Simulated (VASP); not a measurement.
# Si16O31 (a cell with a defect) in VASP: single point with PBE

Aim: the single point of Si16O31 (a cell with a defect) with PBE.

Everything below comes from runs of VASP 6.6.1. Logs are shortened: lines on timing, memory, paths and dates and some standing lists are left out, and cuts for length are marked.

### Step 1. The cell of the first run

The cell holds a defect, 47 atoms: a = 10.067 Å, b = 8.755 Å, c = 8.212 Å, α = 90.00°, β = 90.00°, γ = 90.00°.

### Step 2. Single point, PBE

INCAR

```
SYSTEM = Si16O31
PREC     = Accurate       ! precision mode
ENCUT    = 520            ! plane-wave cutoff, eV
EDIFF    = 1E-6           ! SCF threshold, eV
ISMEAR   = 0              ! smearing method
SIGMA    = 0.05           ! smearing width, eV
LREAL    = Auto         
LASPH    = .True.         ! aspherical terms in the spheres
NELM     = 120            ! most SCF steps
ALGO     = Normal         ! electronic algorithm
ISIF     = 2              ! what is computed and relaxed
LWAVE    = .False.        ! write WAVECAR
LCHARG   = .True.         ! write CHGCAR
GGA      = PE             ! functional
LVHAR    = .True.       
NELECT   = 252.0        
NBANDS   = 154            ! bands
GGA_COMPAT= .False.      
KPAR     = 2            
NCORE    = 2
```

KPOINTS

```
regular mesh
0
Gamma
  2 2 2
  0 0 0
```

POSCAR

```
Si16O31
1.0
  -10.0670000000      0.0000000000      0.0000000000
    0.0000000000     -8.7549000000      0.0000000000
    0.0000000000      0.0000000000      8.2118000000
Si O
16 31
Direct
    0.4515565710      0.3345254657      0.5607828978
    0.5517333863      0.6650499720      0.0690066733
    0.5517333863      0.3349500280      0.9309933267
    0.4515565710      0.6654745343      0.4392171022
    0.2092828052      0.8356672264      0.5655093889
    0.2949636436      0.1695461970      0.0608453689
    0.2949636436      0.8304538030      0.9391546311
    0.2092828052      0.1643327736      0.4344906111
    0.9608111652      0.3234524666      0.5482612825
    0.0483096255      0.6322345201      0.0939328771
    0.0483096255      0.3677654799      0.9060671229
    0.9608111652      0.6765475334      0.4517387175
    0.6975027317      0.8369286914      0.5828806108
    0.8025007450      0.1710106340      0.0461432329
    0.8025007450      0.8289893660      0.9538567671
    0.6975027317      0.1630713086      0.4171193892
    0.5071744313      0.6457630584      0.2571722399
    0.5071744313      0.3542369416      0.7428277601
    0.3989609616      0.5000000000      0.5000000000
    0.6016098142      0.5000000000      0.0000000000
    0.5687872256      0.2753495757      0.4399164617
    0.4266984206      0.7209374179      0.9606706203
    0.4266984206      0.2790625821      0.0393293797
    0.5687872256      0.7246504243      0.5600835383
    0.2770750969      0.1540838845      0.2576930758
    0.2770750969      0.8459161155      0.7423069242
    0.1577294129      0.0000000000      0.5000000000
    0.3404644879      0.0000000000      0.0000000000
    0.3249903646      0.7799170750      0.4379843640
    0.1676680242      0.2338938195      0.9693118439
    0.3249903646      0.2200829250      0.5620156360
   -0.0031039038      0.7298585935      0.2706588081
   -0.0031039038      0.2701414065      0.7293411919
    0.9259288765      0.5000000000      0.5000000000
    0.1676680242      0.7661061805      0.0306881561
    0.0824445217      0.2768303464      0.4242488857
    0.9186890831      0.7053485477      0.9663302808
    0.9186890831      0.2946514523      0.0336697192
    0.0824445217      0.7231696536      0.5757511143
    0.7309800338      0.1526542850      0.2259852895
    0.7309800338      0.8473457150      0.7740147105
    0.6559379160      0.0000000000      0.5000000000
    0.8537748088      0.0000000000      0.0000000000
    0.8251486044      0.7711213149      0.4911456684
    0.6749094070      0.2160881335      0.9287516744
    0.6749094070      0.7839118665      0.0712483256
    0.8251486044      0.2288786851      0.5088543316
```

Potentials or basis: VASP PAW PBE potentials, release 64 (Si, O).

Run with:

```
$ cat potpaw_PBE.64/Si/POTCAR potpaw_PBE.64/O/POTCAR > POTCAR
$ mpirun -np 4 vasp_std > vasp.out
```

OUTCAR:

```text
SYSTEM = Si16O31
   PREC = Accurate
   ENCUT = 520
   EDIFF = 1E-6
   ISMEAR = 0
   LREAL = Auto
   LASPH = .True.
   NELM = 120
   ISIF = 2
   GGA = PE
   NELECT = 252.0

 ion  position               nearest neighbor table
   1  0.452  0.335  0.561-  18 1.61  31 1.62  19 1.62  21 1.63   8 3.04   4 3.06  16 3.13
   2  0.552  0.665  0.069-  22 1.62  17 1.62  46 1.62  20 1.63  15 3.05   3 3.10
   3  0.552  0.335  0.931-  23 1.62  18 1.62  45 1.62  20 1.63  14 3.05   2 3.10
   4  0.452  0.665  0.439-  17 1.61  29 1.62  19 1.62  24 1.63   5 3.04   1 3.06  13 3.13
   5  0.209  0.836  0.566-  26 1.61  39 1.61  27 1.62  29 1.64  12 3.01   4 3.04   8 3.07
   6  0.295  0.170  0.061-  30 1.59  28 1.63  25 1.63  23 1.65   7 3.13
   7  0.295  0.830  0.939-  35 1.59  28 1.63  26 1.63  22 1.65   6 3.13
   8  0.209  0.164  0.434-  25 1.61  36 1.61  27 1.62  31 1.64   9 3.01   1 3.04   5 3.07
   9  0.961  0.323  0.548-  33 1.60  47 1.63  34 1.63  36 1.64   8 3.01  11 3.09
  10  0.048  0.632  0.094-  35 1.76  32 1.76  37 1.79  11 2.78  12 3.09
  11  0.048  0.368  0.906-  30 1.76  33 1.76  38 1.79  10 2.78   9 3.09
  12  0.961  0.677  0.452-  32 1.60  44 1.63  34 1.63  39 1.64   5 3.01  10 3.09
  13  0.698  0.837  0.583-  44 1.60  41 1.61  42 1.64  24 1.64   4 3.13
  14  0.803  0.171  0.046-  38 1.60  43 1.63  40 1.65  45 1.65   3 3.05  15 3.09
  15  0.803  0.829  0.954-  37 1.60  43 1.63  41 1.65  46 1.65   2 3.05  14 3.09
  16  0.698  0.163  0.417-  47 1.60  40 1.61  42 1.64  21 1.64   1 3.13
  17  0.507  0.646  0.257-   4 1.61   2 1.62
[... 28 lines left out ...]
  46  0.675  0.784  0.071-   2 1.62  15 1.65
  47  0.825  0.229  0.509-  16 1.60   9 1.63

  LATTYP: Found a simple orthorhombic cell.
 ALAT       =     8.2118000000
 B/A-ratio  =     1.0661365352
 C/A-ratio  =     1.2259187998

  Lattice vectors:

 A1 = (   0.0000000000,   0.0000000000,  -8.2118000000)
 A2 = (   0.0000000000,  -8.7549000000,   0.0000000000)
 A3 = ( -10.0670000000,   0.0000000000,   0.0000000000)

Analysis of symmetry for initial positions (statically):
=====================================================================
 Subroutine PRICEL returns:
 Original cell was already a primitive cell.

 Routine SETGRP: Setting up the symmetry group for a
 simple orthorhombic supercell.

 Subroutine GETGRP returns: Found  2 space group operations
 (whereof  2 operations were pure point group operations)
 out of a pool of  8 trial point group operations.

The static configuration has the point symmetry C_2 .

Analysis of symmetry for dynamics (positions and initial velocities):
=====================================================================
 Subroutine PRICEL returns:
 Original cell was already a primitive cell.

 Routine SETGRP: Setting up the symmetry group for a
[... 189 lines left out ...]
   PSTRESS=    0.0 pullay stress
   NELECT =     252.0000    total number of electrons
   NUPDOWN=      -1.0000    fix difference up-down
   EMIN   =  10.00;   EMAX   =-10.00  energy-range for DOS
   EFERMI =   0.00;   METHOD = LEGACY
   ISMEAR =     0;   SIGMA  =   0.05  broadening in eV -4-tet -1-fermi 0-gaus
   EFERMI_NEDOS =   21; number of points for ismear=-14 and -15
   IALGO  =     38    algorithm
   IMIX   =      4    mixing-type and parameters
     AMIX     =   0.40;   BMIX     =  1.00
     AMIX_MAG =   1.60;   BMIX_MAG =  1.00
  volume/ion in A,a.u.               =      15.40       103.92
  Fermi-wavevector in a.u.,A,eV,Ry     =   1.151715  2.176426 18.047423  1.326448
  Thomas-Fermi vector in A             =   2.288371
   LORBIT       =      0    0 simple, 1 ext, 2 COOP (PROOUT), +10 PAW based schemes
   GGA     = PE    functional components
   LHFCALC =     F    Hartree Fock is set to
   AEXX    =    0.0000 exact exchange contribution
   IVDW    =     0    specifies the selected vdW correction
   LEPSILON=     F    determine dielectric tensor
   LRPA    =     F    only Hartree local field effects (RPA)
 non-spin polarized calculation
 Gauss-broadening in eV      SIGMA  =   0.05
  energy-cutoff  :      520.00
  volume of cell :      723.75
 maximum number of plane-waves:     19527
 NGX is ok and might be reduce to    80
   NGX = 37   NGY = 33   NGZ = 31

 number of electron     252.0000062 magnetization

 Free energy of the ion-electron system (eV)
  ---------------------------------------------------
  ext. energy  EPLUGINS =         0.00000000
  ---------------------------------------------------
  free energy    TOTEN  =      -359.24511425 eV

  energy without entropy =     -359.24511425  energy(sigma->0) =     -359.24511425

 E-fermi :   4.6467     XC(G=0):  -8.2175

 val. band max:        4.3762974789   @ k =   0.5000   0.0000   0.0000
 cond. band min:       5.2749412355   @ k =   0.0000   0.0000   0.0000
 fundamental gap:      0.8986437566
 Fermi energy:         4.6467282318

 k-point     1 :       0.0000    0.0000    0.0000
  band No.  band energies     occupation
      1     -19.8670      2.00000
      2     -19.3925      2.00000
      3     -19.3461      2.00000
      4     -19.3301      2.00000
      5     -19.1907      2.00000
      6     -18.8450      2.00000
[... 1117 lines left out ...]
    137       8.4596      0.00000
    138       8.4937      0.00000
 [bands above 138 left out]

------------------------ aborting loop because EDIFF is reached ----------------------------------------

  FORCE on cell =-STRESS in cart. coord.  units (eV):
  Direction    XX          YY          ZZ          XY          YZ          ZX
  --------------------------------------------------------------------------------------
  -------------------------------------------------------------------------------------
  Total       13.3072571     18.4160739     22.8518930      0.0000000     -7.3016048      0.0000000
  in kB       29.4584239     40.7678689     50.5874912      0.0000000    -16.1636443      0.0000000
  external PRESSURE =      40.2712613 kB  Pullay stress =       0.0000000 kB

 VOLUME and BASIS-vectors are now :
 -----------------------------------------------------------------------------
  energy-cutoff  :      520.00
  volume of cell :      723.75
      direct lattice vectors                 reciprocal lattice vectors
   -10.067000000  0.000000000  0.000000000    -0.099334459  0.000000000  0.000000000
     0.000000000 -8.754900000  0.000000000     0.000000000 -0.114221750  0.000000000
     0.000000000  0.000000000  8.211800000     0.000000000  0.000000000  0.121775981

 POSITION                                       TOTAL-FORCE (eV/Angst)
 -----------------------------------------------------------------------------------
     -4.54582     -2.92874      4.60504        -0.001298     -0.013236      0.021326
     -5.55430     -5.82245      0.56667        -0.000219      0.011554      0.027903
     -5.55430     -2.93245      7.64513        -0.000219     -0.011554     -0.027903
     -4.54582     -5.82616      3.60676        -0.001298      0.013236     -0.021326
     -2.10685     -7.31618      4.64385         0.023395     -0.025397      0.007794
     -2.96940     -1.48436      0.49965        -0.029819      0.014176      0.043161
[... 39 lines left out ...]
     -6.79431     -6.86307      0.58508        -0.023287     -0.008635     -0.013052
     -8.30677     -2.00381      4.17861        -0.034634     -0.021318      0.006286
 -----------------------------------------------------------------------------------
    total drift:                                0.015423      0.000001      0.000002

  FREE ENERGIE OF THE ION-ELECTRON SYSTEM (eV)
  ---------------------------------------------------
  free  energy   TOTEN  =      -359.2451142473 eV

  energy  without entropy=     -359.2451142473  energy(sigma->0) =     -359.24511425
```

It took 7 min on 4 MPI ranks of AMD EPYC 7R43 (Zen 3), shared host; peak memory 0.56 GiB.

Results:

```
Free energy   : -359.2451 eV
Largest force : 0.064 eV/Å
```

Forces in eV/Å, atoms in the order of the input:
```
Si  -0.001 -0.013  0.021
Si   0.000  0.012  0.028
Si   0.000 -0.012 -0.028
Si  -0.001  0.013 -0.021
Si   0.023 -0.025  0.008
Si  -0.030  0.014  0.043
Si  -0.030 -0.014 -0.043
Si   0.023  0.025 -0.008
Si   0.040 -0.003 -0.050
Si  -0.005 -0.033 -0.008
Si  -0.005  0.033  0.008
Si   0.040  0.003  0.050
Si   0.011 -0.010  0.021
Si   0.018  0.028  0.027
Si   0.018 -0.028 -0.027
Si   0.011  0.010 -0.021
O    0.004 -0.007  0.005
O    0.004  0.007 -0.005
O   -0.009  0.000  0.000
O    0.009  0.000  0.000
O    0.003 -0.003  0.005
O   -0.008  0.001  0.012
O   -0.008 -0.001 -0.012
O    0.003  0.003 -0.005
O    0.004 -0.008 -0.007
O    0.004  0.008  0.007
O   -0.016  0.000  0.000
O    0.010  0.000  0.000
O    0.018 -0.013  0.009
O    0.034 -0.043 -0.018
O    0.018  0.013 -0.009
O   -0.011  0.002 -0.038
O   -0.011 -0.002  0.038
O   -0.006  0.000  0.000
O    0.034  0.043  0.018
O    0.007 -0.005  0.012
O   -0.034  0.043  0.019
O   -0.034 -0.043 -0.019
O    0.007  0.005 -0.012
O   -0.012 -0.007 -0.019
O   -0.012  0.007  0.019
O   -0.005  0.000  0.000
O    0.009  0.000  0.000
O   -0.035  0.021 -0.006
O   -0.023  0.009  0.013
O   -0.023 -0.009 -0.013
O   -0.035 -0.021  0.006
```

Levels at points of the mesh, in eV from the Fermi level:
```tsv
k point	band 122	band 123	band 124	band 125	band 126	band 127	band 128	band 129	band 130	band 131
(0.00, 0.00, 0.00)	-4.70	-4.45	-4.40	-3.23	-0.27	0.63	1.86	2.35	2.62	2.86
(0.50, 0.00, 0.00)	-4.71	-4.46	-4.41	-3.23	-0.27	0.85	1.47	2.45	2.88	3.03
(0.00, 0.50, 0.00)	-4.72	-4.43	-4.42	-3.15	-0.33	1.30	1.35	2.15	2.67	2.72
(0.50, 0.50, 0.00)	-4.72	-4.43	-4.42	-3.15	-0.31	1.46	1.64	1.94	2.03	2.67
(0.00, 0.00, 0.50)	-4.73	-4.56	-4.53	-3.20	-0.38	1.32	1.70	2.02	2.79	2.86
(0.50, 0.00, 0.50)	-4.74	-4.56	-4.55	-3.20	-0.37	1.53	1.61	2.00	2.59	2.80
(0.00, 0.50, 0.50)	-4.76	-4.54	-4.54	-3.14	-0.38	1.87	1.87	2.15	2.17	2.31
(0.50, 0.50, 0.50)	-4.76	-4.55	-4.54	-3.14	-0.37	1.92	2.16	2.18	2.30	2.44
```

Caveat: the cell carries a net charge on a neutralising background, which shifts energy and pressure; the cell is charged against a uniform background, so pressure and absolute levels hang on convention.
